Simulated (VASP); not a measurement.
# CaF2 (Fm-3m) in VASP: G0W0 quasiparticle levels with PBE

Aim: the G0W0 quasiparticle levels of CaF2 with PBE.

Program: VASP 6.6.1. These are calculated values, not measurements. Logs are shortened: lines on timing, memory, paths and dates and some standing lists are left out, and cuts for length are marked.

**1. The cell of the first run**

It takes space group Fm-3m (No. 225, cubic). Conventional cell: a = 5.462 Å, b = 5.462 Å, c = 5.462 Å, α = 90.00°, β = 90.00°, γ = 90.00°. Within 3.1 Å of Ca (site symmetry m-3m) lie 8 F at 2.37 Å. F (site symmetry -43m) has 4 Ca at 2.37 Å and 6 F at 2.73 Å within 3.1 Å.

**2. G0W0 quasiparticle levels, PBE**

The input, POSCAR:

```
CaF2
1.0
    0.0000000000      2.7310000000      2.7310000000
    2.7310000000      0.0000000000      2.7310000000
    2.7310000000      2.7310000000      0.0000000000
Ca F
1 2
Direct
    0.0000000000      0.0000000000      0.0000000000
    0.7500000000      0.7500000000      0.7500000000
    0.2500000000      0.2500000000      0.2500000000
```

The input, INCAR.step1:

```
SYSTEM = CaF2
PREC = Accurate
ENCUT = 500
EDIFF = 1E-8
ISMEAR = 0
SIGMA = 0.01
LREAL = .False.
LASPH = .True.
NELM = 60
ALGO = Normal
LWAVE = .True.
LCHARG = .False.
GGA = PE
```

The input, INCAR.step2:

```
SYSTEM = CaF2
PREC = Accurate
ENCUT = 500
EDIFF = 1E-8
ISMEAR = 0
SIGMA = 0.01
LREAL = .False.
LASPH = .True.
NELM = 1
ALGO = Exact
LWAVE = .True.
LCHARG = .False.
GGA = PE
NBANDS = 266
LOPTICS = .True.
ISTART = 1
```

The input, INCAR.step3:

```
SYSTEM = CaF2
PREC = Accurate
ENCUT = 500
EDIFF = 1E-8
ISMEAR = 0
SIGMA = 0.01
LREAL = .False.
LASPH = .True.
ALGO = EVGW0
LWAVE = .False.
LCHARG = .False.
GGA = PE
NELMGW = 1
NBANDS = 266
ENCUTGW = 200
NOMEGA = 96
PRECFOCK = Fast
ISTART = 1
NBANDSGW = 20
OMEGAMAX = 30
```

The input, KPOINTS:

```
regular mesh
0
Gamma
  4 4 4
  0 0 0
```

Potentials or basis: VASP PAW PBE potentials, release 64 (Ca_sv_GW, F_GW).

On the command line:

```sh
$ cat potpaw_PBE.64/Ca_sv_GW/POTCAR potpaw_PBE.64/F_GW/POTCAR > POTCAR
$ cp INCAR.step1 INCAR
$ mpirun -np 1 vasp_std > vasp.out
$ cp INCAR.step2 INCAR
$ mpirun -np 1 vasp_std > vasp.out
$ cp INCAR.step3 INCAR
$ mpirun -np 1 vasp_std > vasp.out
```

OUTCAR:

```text
SYSTEM = CaF2
   PREC = Accurate
   ENCUT = 500
   EDIFF = 1E-8
   ISMEAR = 0
   LREAL = .False.
   LASPH = .True.
   GGA = PE
   NELMGW = 1
   ENCUTGW = 200
   PRECFOCK = Fast
   ISTART = 1

 ion  position               nearest neighbor table
   1  0.000  0.000  0.000-   2 2.37   2 2.37   2 2.37   2 2.37   3 2.37   3 2.37   3 2.37   3 2.37

   2  0.750  0.750  0.750-   1 2.37   1 2.37   1 2.37   1 2.37
   3  0.250  0.250  0.250-   1 2.37   1 2.37   1 2.37   1 2.37

  LATTYP: Found a face centered cubic cell.
 ALAT       =     5.4620000000

  Lattice vectors:

 A1 = (   0.0000000000,   2.7310000000,   2.7310000000)
 A2 = (   2.7310000000,   0.0000000000,   2.7310000000)
 A3 = (   2.7310000000,   2.7310000000,   0.0000000000)

Analysis of symmetry for initial positions (statically):
=====================================================================
 Subroutine PRICEL returns:
 Original cell was already a primitive cell.

 Routine SETGRP: Setting up the symmetry group for a
 face centered cubic supercell.

 Subroutine GETGRP returns: Found 48 space group operations
 (whereof 48 operations were pure point group operations)
 out of a pool of 48 trial point group operations.

The static configuration has the point symmetry O_h .

Analysis of symmetry for dynamics (positions and initial velocities):
=====================================================================
 Subroutine PRICEL returns:
 Original cell was already a primitive cell.

 Routine SETGRP: Setting up the symmetry group for a
 face centered cubic supercell.

 Subroutine GETGRP returns: Found 48 space group operations
 (whereof 48 operations were pure point group operations)
 out of a pool of 48 trial point group operations.

The dynamic configuration has the point symmetry O_h .

 Subroutine INISYM returns: Found 48 space group operations
 (whereof 48 operations are pure point group operations),
 and found     1 'primitive' translations

----------------------------------------------------------------------------------------

                                     Primitive cell

  volume of cell :      40.7376

  direct lattice vectors                    reciprocal lattice vectors
[... 37 lines left out ...]
     0.000000000  0.000000000  0.000000000

 Subroutine IBZKPT returns following result:
 ===========================================

 Found      8 irreducible k-points:

 Following reciprocal coordinates:
            Coordinates               Weight
  0.000000  0.000000  0.000000      1.000000
  0.250000  0.000000  0.000000      8.000000
  0.500000  0.000000  0.000000      4.000000
  0.250000  0.250000  0.000000      6.000000
  0.500000  0.250000  0.000000     24.000000
 -0.250000  0.250000  0.000000     12.000000
  0.500000  0.500000  0.000000      3.000000
 -0.250000  0.500000  0.250000      6.000000
   k-points           NKPTS =      8   k-points in BZ     NKDIM =     64   number of bands    NBANDS=    266
   number of dos      NEDOS =    301   number of ions     NIONS =      3
   total plane-waves  NPLWV =  21952
   dimension x,y,z NGX =    28 NGY =   28 NGZ =   28
   dimension x,y,z NGXF=    56 NGYF=   56 NGZF=   56
   ions per type =               1   2
   NGX,Y,Z   is equivalent  to a cutoff of  12.05, 12.05, 12.05 a.u.
   NGXF,Y,Z  is equivalent  to a cutoff of  24.10, 24.10, 24.10 a.u.
 SYSTEM =  CaF2
   PREC   = accura    normal or accurate (medium, high low for compatibility)
   ISTART =      1    job   : 0-new  1-cont  2-samecut
   ICHARG =      0    charge: 1-file 2-atom 10-const
   ISPIN  =      1    spin polarized calculation?
   LNONCOLLINEAR =      F non collinear calculations
   LSORBIT =      F    spin-orbit coupling
   LASPH  =      T    aspherical Exc in radial PAW
   ENCUT  =  500.0 eV  36.75 Ry    6.06 a.u.   7.04  7.04  7.04*2*pi/ulx,y,z
   NELM   =     60;   NELMIN=  2; NELMDL=  0     # of ELM steps
   EDIFF  = 0.1E-07   stopping-criterion for ELM
   LREAL  =      F    real-space projection
   EDIFFG = 0.1E-06   stopping-criterion for IOM
   NSW    =      0    number of steps for IOM
   IBRION =     -1    ionic relax: 0-MD 1-quasi-New 2-CG
   NFREE  =      0    steps in history (QN), initial steepest desc. (CG)
   ISIF   =      0    stress and relaxation
   ISYM   =      3    0-nonsym 1-usesym 2-fastsym
   POTIM  = 0.5000    time-step for ionic-motion
   TEBEG  =    0.0;   TEEND  =   0.0 temperature during run
   PSTRESS=    0.0 pullay stress
   NELECT =      24.0000    total number of electrons
   NUPDOWN=      -1.0000    fix difference up-down
   EMIN   =  10.00;   EMAX   =-10.00  energy-range for DOS
   EFERMI =   0.00;   METHOD = LEGACY
   ISMEAR =     0;   SIGMA  =   0.01  broadening in eV -4-tet -1-fermi 0-gaus
   EFERMI_NEDOS =   21; number of points for ismear=-14 and -15
   IALGO  =     38    algorithm
   IMIX   =      4    mixing-type and parameters
     AMIX     =   0.40;   BMIX     =  1.00
     AMIX_MAG =   1.60;   BMIX_MAG =  1.00
  volume/ion in A,a.u.               =      13.58        91.64
  Fermi-wavevector in a.u.,A,eV,Ry     =   1.372398  2.593457 25.626266  1.883477
  Thomas-Fermi vector in A             =   2.498009
   LORBIT       =      0    0 simple, 1 ext, 2 COOP (PROOUT), +10 PAW based schemes
   GGA     = PE    functional components
   LHFCALC =     T    Hartree Fock is set to
   PRECFOCK=fast      Normal, Fast or Accurate (Low or Medium for compatibility)
   ENCUT4O =  -1.0   cutoff for four orbital integrals eV
   NKREDX  =     1    reduce k-point grid by
   NKREDY  =     1    reduce k-point grid by
   NKREDZ  =     1    reduce k-point grid by
   AEXX    =    1.0000 exact exchange contribution
   HFSCREEN=    0.0000 screening length (either q_TF or 0.3 A-1)
   HFSCREENC=   0.0000 screening length for correlation (either q_TF or 0.3 A-1)
   ENCUTFOCK=  -1.0 apply spherical cutoff to Coloumb kernel
   IVDW    =     0    specifies the selected vdW correction
   LEPSILON=     F    determine dielectric tensor
   LRPA    =     F    only Hartree local field effects (RPA)
   LRPAFORCE           =     F    calculate RPA forces
   ENCUTGW             = 200.0    cutoff for response function in eV
   ENCUTGWSOFT         = 160.0    soft cutoff for Coulomb kernel in GW response function in eV
   ENCUTLF             =  -1.0    cutoff for local field effects
   NELMGW              =     1    number of iterations in solving QP/BSE equation
   NELMHF              =     1    number of iterations in the inner HF iteration
   NKREDLFX            =     1    NKREDLFY  =   1   NKREDLFZ  =   1
 non-spin polarized calculation
 Gauss-broadening in eV      SIGMA  =   0.01
  energy-cutoff  :      500.00
  volume of cell :       40.74
 maximum number of plane-waves:      1056
  NGX = 16; NGY = 16; NGZ = 16
   NGX = 15   NGY = 15   NGZ = 15
 maximum number of plane-waves:       268

 QP shifts <psi_nk| G(iteration)W_0 |psi_nk>: iteration 1
 for sc-GW calculations column KS-energies equals QP-energies in previous step
 and V_xc(KS)=  KS-energies - (<T + V_ion + V_H > + <T+V_H+V_ion>^1  + <V_x>^1)

 k-point   1 :       0.0000    0.0000    0.0000
  band No.  KS-energies  QP-energies   sigma(KS)   V_xc(KS)     V^pw_x(r,r')   Z            occupation Imag(sigma)

      1     -35.0367     -37.7407     -24.3148     -20.6919     -34.4630       0.7464       2.0000       0.5669
      2     -18.9294     -22.5696     -27.7103     -22.6005     -36.7289       0.7124       2.0000       0.6693
      3     -18.1689     -21.8765     -28.6245     -23.5222     -37.5851       0.7266       2.0000       0.6451
      4     -15.9755     -19.4046     -24.2643     -19.9911     -27.9755       0.8025       2.0000       0.1323
      5     -15.9755     -19.4046     -24.2643     -19.9911     -27.9755       0.8025       2.0000       0.1323
      6     -15.9755     -19.4046     -24.2643     -19.9911     -27.9755       0.8025       2.0000       0.1323
[... 167 lines left out ...]
      6     -15.6413     -19.1161     -25.0986     -20.7587     -29.2597       0.8007       2.0000       0.1979
[... 12 lines left out ...]
     19      16.6322      18.4609     -10.0587     -12.2495      -6.0243       0.8347       0.0000      -0.1006
     20      16.6322      18.4609     -10.0587     -12.2495      -6.0243       0.8347       0.0000      -0.1006
```

OUTCAR.step1:

```text
SYSTEM = CaF2
   PREC = Accurate
   ENCUT = 500
   EDIFF = 1E-8
   ISMEAR = 0
   LREAL = .False.
   LASPH = .True.
   NELM = 60
[... 356 lines left out ...]
      0.00000      0.00000      0.00000         0.000000      0.000000      0.000000
      4.09650      4.09650      4.09650        -0.000000      0.000000      0.000000
      1.36550      1.36550      1.36550        -0.000000     -0.000000     -0.000000
 -----------------------------------------------------------------------------------
    total drift:                                0.000000      0.000000      0.000000

  FREE ENERGIE OF THE ION-ELECTRON SYSTEM (eV)
  ---------------------------------------------------
  free  energy   TOTEN  =       -22.3021362560 eV

  energy  without entropy=      -22.3021362560  energy(sigma->0) =      -22.30213626
```

OUTCAR.step2:

```text
SYSTEM = CaF2
   PREC = Accurate
   ENCUT = 500
   EDIFF = 1E-8
[... 758 lines left out ...]
  --------------------------------------------------------------------------------------------------------------
     0.00000     2.35957     2.35957     2.35957    -0.00000     0.00000     0.00000
     2.72401     2.42074     2.42074     2.42074    -0.00000     0.00000     0.00000
     5.44803     2.67421     2.67421     2.67421    -0.00000     0.00000     0.00000
     8.17204     3.54226     3.54226     3.54226    -0.00000     0.00000     0.00000
    10.89606     1.17133     1.17133     1.17133     0.00000     0.00000     0.00000
    13.62007     0.54136     0.54136     0.54136    -0.00000    -0.00000    -0.00000
[... 92 lines left out ...]
   266.95347     0.98921     0.98921     0.98921     0.00000    -0.00000     0.00000
   269.67748     0.98944     0.98944     0.98944     0.00000    -0.00000     0.00000
```

Wall time 2.9 min (1 thread of Intel Xeon 6975P-C (Granite Rapids), shared host); peak memory 0.68 GiB.

What came out:

- Quasiparticle gap: 10.48 eV
- Least direct quasiparticle gap: 10.79 eV
- Band gap of the starting levels on the mesh: 7.30 eV
- Least direct gap of the starting levels on the mesh: 7.55 eV

Caveat: the k points lie up to 0.50 Å⁻¹ apart; bands, screening cutoff and mesh are small and nothing is extrapolated, so the quasiparticle values aren't converged.
